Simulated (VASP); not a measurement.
# SiNi (NiAs type) (P6_3/mmc) in VASP: single point with PBE

Aim: the single point of SiNi (NiAs type) with PBE.

Everything below comes from runs of VASP 6.6.1. Logs are shortened: lines on timing, memory, paths and dates and some standing lists are left out, and cuts for length are marked.

## Step 1: The cell of the first run

It takes space group P6_3/mmc (No. 194, hexagonal). Conventional cell: a = 3.117 Å, b = 3.117 Å, c = 4.416 Å, α = 90.00°, β = 90.00°, γ = 120.00°. Ni (site symmetry -3m) has 6 Si at 2.11 Å and 2 Ni at 2.21 Å within 2.8 Å. Within 2.9 Å of Si (site symmetry -6m2) lie 6 Ni at 2.11 Å and 6 Si at 2.85 Å.

## Step 2: Single point, PBE

File INCAR:

```
SYSTEM = SiNi
PREC = Accurate
ENCUT = 520
EDIFF = 1E-6
ISMEAR = -1
SIGMA = 0.08
LREAL = .False.
LASPH = .True.
NELM = 100
ALGO = Normal
ISIF = 2
LWAVE = .False.
LCHARG = .False.
GGA = PE
NBANDS = 22
```

File KPOINTS:

```
regular mesh
0
Gamma
  12 12 7
  0 0 0
```

File POSCAR:

```
SiNi
1.0
    3.1173905628      0.0000000000      0.0000000000
   -1.5586952814      2.6997394209      0.0000000000
    0.0000000000      0.0000000000      4.4164636447
Ni Si
2 2
Direct
    0.0000000000      0.0000000000      0.0000000000
    0.0000000000      0.0000000000      0.5000000000
    0.3333333333      0.6666666667      0.2500000000
    0.6666666667      0.3333333333      0.7500000000
```

Potentials or basis: VASP PAW PBE potentials, release 64 (Ni, Si).

Run with:

```
$ cat potpaw_PBE.64/Ni/POTCAR potpaw_PBE.64/Si/POTCAR > POTCAR
$ mpirun -np 1 vasp_std > vasp.out
```

OUTCAR:

```text
SYSTEM = SiNi
   PREC = Accurate
   ENCUT = 520
   EDIFF = 1E-6
   ISMEAR = -1
   LREAL = .False.
   LASPH = .True.
   NELM = 100
   ISIF = 2
   GGA = PE

 ion  position               nearest neighbor table
   1  0.000  0.000  0.000-   3 2.11   4 2.11   3 2.11   4 2.11   4 2.11   3 2.11   2 2.21   2 2.21

   2  0.000  0.000  0.500-   3 2.11   4 2.11   3 2.11   4 2.11   4 2.11   3 2.11   1 2.21   1 2.21

   3  0.333  0.667  0.250-   1 2.11   2 2.11   1 2.11   2 2.11   1 2.11   2 2.11   4 2.85   4 2.85
                             4 2.85   4 2.85   4 2.85   4 2.85
   4  0.667  0.333  0.750-   1 2.11   2 2.11   1 2.11   2 2.11   1 2.11   2 2.11   3 2.85   3 2.85
                             3 2.85   3 2.85   3 2.85   3 2.85

  LATTYP: Found a hexagonal cell.
 ALAT       =     3.1173905628
 C/A-ratio  =     1.4167181031

  Lattice vectors:

 A1 = (   3.1173905628,   0.0000000000,   0.0000000000)
 A2 = (  -1.5586952814,   2.6997394209,   0.0000000000)
 A3 = (   0.0000000000,   0.0000000000,   4.4164636447)

Analysis of symmetry for initial positions (statically):
=====================================================================
 Subroutine PRICEL returns:
 Original cell was already a primitive cell.

 Routine SETGRP: Setting up the symmetry group for a
 hexagonal supercell.

 Subroutine GETGRP returns: Found 24 space group operations
 (whereof 12 operations were pure point group operations)
 out of a pool of 24 trial point group operations.

The static configuration has the point symmetry D_3d.
 The point group associated with its full space group is D_6h.

Analysis of symmetry for dynamics (positions and initial velocities):
=====================================================================
 Subroutine PRICEL returns:
 Original cell was already a primitive cell.

 Routine SETGRP: Setting up the symmetry group for a
 hexagonal supercell.

 Subroutine GETGRP returns: Found 24 space group operations
 (whereof 12 operations were pure point group operations)
 out of a pool of 24 trial point group operations.

The dynamic configuration has the point symmetry D_3d.
 The point group associated with its full space group is D_6h.

 Subroutine INISYM returns: Found 24 space group operations
 (whereof 12 operations are pure point group operations),
 and found     1 'primitive' translations

[... 90 lines left out ...]
   ISTART =      0    job   : 0-new  1-cont  2-samecut
   ICHARG =      2    charge: 1-file 2-atom 10-const
   ISPIN  =      1    spin polarized calculation?
   LNONCOLLINEAR =      F non collinear calculations
   LSORBIT =      F    spin-orbit coupling
   LASPH  =      T    aspherical Exc in radial PAW
   ENCUT  =  520.0 eV  38.22 Ry    6.18 a.u.   5.80  5.80  8.21*2*pi/ulx,y,z
   NELM   =    100;   NELMIN=  2; NELMDL= -5     # of ELM steps
   EDIFF  = 0.1E-05   stopping-criterion for ELM
   LREAL  =      F    real-space projection
   EDIFFG = 0.1E-04   stopping-criterion for IOM
   NSW    =      0    number of steps for IOM
   IBRION =     -1    ionic relax: 0-MD 1-quasi-New 2-CG
   NFREE  =      0    steps in history (QN), initial steepest desc. (CG)
   ISIF   =      2    stress and relaxation
   ISYM   =      2    0-nonsym 1-usesym 2-fastsym
   POTIM  = 0.5000    time-step for ionic-motion
   TEBEG  =    0.0;   TEEND  =   0.0 temperature during run
   PSTRESS=    0.0 pullay stress
   NELECT =      28.0000    total number of electrons
   NUPDOWN=      -1.0000    fix difference up-down
   EMIN   =  10.00;   EMAX   =-10.00  energy-range for DOS
   EFERMI =   0.00;   METHOD = LEGACY
   ISMEAR =    -1;   SIGMA  =   0.08  broadening in eV -4-tet -1-fermi 0-gaus
   EFERMI_NEDOS =   21; number of points for ismear=-14 and -15
   IALGO  =     38    algorithm
   IMIX   =      4    mixing-type and parameters
     AMIX     =   0.40;   BMIX     =  1.00
     AMIX_MAG =   1.60;   BMIX_MAG =  1.00
  volume/ion in A,a.u.               =       9.29        62.71
  Fermi-wavevector in a.u.,A,eV,Ry     =   1.489584  2.814905 30.189421  2.218860
  Thomas-Fermi vector in A             =   2.602474
   LORBIT       =      0    0 simple, 1 ext, 2 COOP (PROOUT), +10 PAW based schemes
   GGA     = PE    functional components
   LHFCALC =     F    Hartree Fock is set to
   AEXX    =    0.0000 exact exchange contribution
   IVDW    =     0    specifies the selected vdW correction
   LEPSILON=     F    determine dielectric tensor
   LRPA    =     F    only Hartree local field effects (RPA)
 non-spin polarized calculation
  energy-cutoff  :      520.00
  volume of cell :       37.17
 maximum number of plane-waves:      1016
 NGX is ok and might be reduce to    24
   NGX = 11   NGY = 11   NGZ = 17

 number of electron      28.0000006 magnetization

 Free energy of the ion-electron system (eV)
  ---------------------------------------------------
  ext. energy  EPLUGINS =         0.00000000
  ---------------------------------------------------
  free energy    TOTEN  =       -19.78556687 eV

  energy without entropy =      -19.75859542  energy(sigma->0) =      -19.77208115

 E-fermi :  14.5386     XC(G=0): -13.5332

 val. band max:       14.4608794498   @ k =   0.1667   0.0833   0.1429
 cond. band min:      14.5813970593   @ k =   0.1667   0.1667   0.1429
 fundamental gap:      0.1205176095
 Fermi energy:        14.5385610333

 k-point     1 :       0.0000    0.0000    0.0000
  band No.  band energies     occupation
      1      -0.5243      2.00000
      2       6.1169      2.00000
      3       6.6638      2.00000
      4       8.6129      2.00000
      5       8.6129      2.00000
      6       8.7043      2.00000
[... 589 lines left out ...]
     21      24.2078      0.00000
     22      25.7430      0.00000

 [... further k-points ...]
[... 5 lines left out ...]
  --------------------------------------------------------------------------------------
  -------------------------------------------------------------------------------------
  Total       25.3817628     25.3817628     25.3934455      0.0000000      0.0000000      0.0000000
  in kB     1094.0688169   1094.0688168   1094.5723911      0.0000000      0.0000000      0.0000000
  external PRESSURE =    1094.2366749 kB  Pullay stress =       0.0000000 kB

 VOLUME and BASIS-vectors are now :
 -----------------------------------------------------------------------------
  energy-cutoff  :      520.00
  volume of cell :       37.17
      direct lattice vectors                 reciprocal lattice vectors
     3.117390563  0.000000000  0.000000000     0.320781108  0.185203059  0.000000000
    -1.558695281  2.699739421  0.000000000     0.000000000  0.370406119  0.000000000
     0.000000000  0.000000000  4.416463645     0.000000000  0.000000000  0.226425502

 POSITION                                       TOTAL-FORCE (eV/Angst)
 -----------------------------------------------------------------------------------
      0.00000      0.00000      0.00000         0.000000      0.000000      0.000000
      0.00000      0.00000      2.20823        -0.000000      0.000000      0.000000
     -0.00000      1.79983      1.10412         0.000000     -0.000000      0.000000
      1.55870      0.89991      3.31235        -0.000000      0.000000     -0.000000
 -----------------------------------------------------------------------------------
    total drift:                               -0.000000      0.000000      0.000000

  FREE ENERGIE OF THE ION-ELECTRON SYSTEM (eV)
  ---------------------------------------------------
  free  energy   TOTEN  =       -19.7855668712 eV

  energy  without entropy=      -19.7585954216  energy(sigma->0) =      -19.77208115
```

stdout:

```text
POSCAR found type information on POSCAR NiSi
 POSCAR found :  2 types and       4 ions
 scaLAPACK will be used
 LDA part: xc-table for (Slater+PW92), standard interpolation
 POSCAR, INCAR and KPOINTS ok, starting setup
 FFT: planning ... GRIDC
 FFT: planning ... GRID_SOFT
 FFT: planning ... GRID
 WAVECAR not read
 entering main loop
```

It took 34 s on 1 thread of AMD EPYC 9R45 (Zen 5), shared host; peak memory 0.15 GiB.

What came out:

```yaml
Free_energy: -19.7856 eV
Pressure: 109.4 GPa
Band_gap_on_the_k_mesh: zero (bands 14 and 15 overlap by 6.42 eV)
```

Caveat: the cell stands under pressure. Spin polarisation is off, so any magnetic state and its effect on volume and gap are missing.

The gap in the log of VASP goes by the Fermi energy; the results here count the filled bands.